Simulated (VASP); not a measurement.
Runs of VASP 6.6.1 on AlN. Symmetry: P6_3mc, No. 186, hexagonal system. Conventional cell: a = 3.107 Å, b = 3.107 Å, c = 4.979 Å, α = 90.00°, β = 90.00°, γ = 120.00°. Within 2.5 Å of Al (site symmetry 3m) lie 4 N at 1.89 to 1.90 Å. Within 2.5 Å of N (site symmetry 3m) lie 4 Al at 1.89 to 1.90 Å. 

```csv
level,potentials or basis,k mesh,gap on the mesh (eV),pressure (GPa)
r2SCAN,"VASP PAW PBE potentials, release 64 (Al, N)",6 × 6 × 4,4.92,-0.4
LDA,"VASP PAW LDA potentials, release 64 (Al, N)",12 × 12 × 6,4.27,-3.2
r2SCAN,"VASP PAW PBE potentials, release 64 (Al, N)",12 × 12 × 6,4.92,-0.4
PBE,"VASP PAW PBE potentials, release 64 (Al, N)",6 × 6 × 4,4.24,(a)
```

Alike in all rows: task single point; no spin polarisation; cell as given; cutoff (eV) 520; smearing gaussian 0.01 eV.

Problem. Fill in the values left out.

Solution. (a) 4.4.

Caveats: the PAW data sets were made with another functional, which shifts forces and pressure a little (some runs).

A k mesh can miss the band edges.
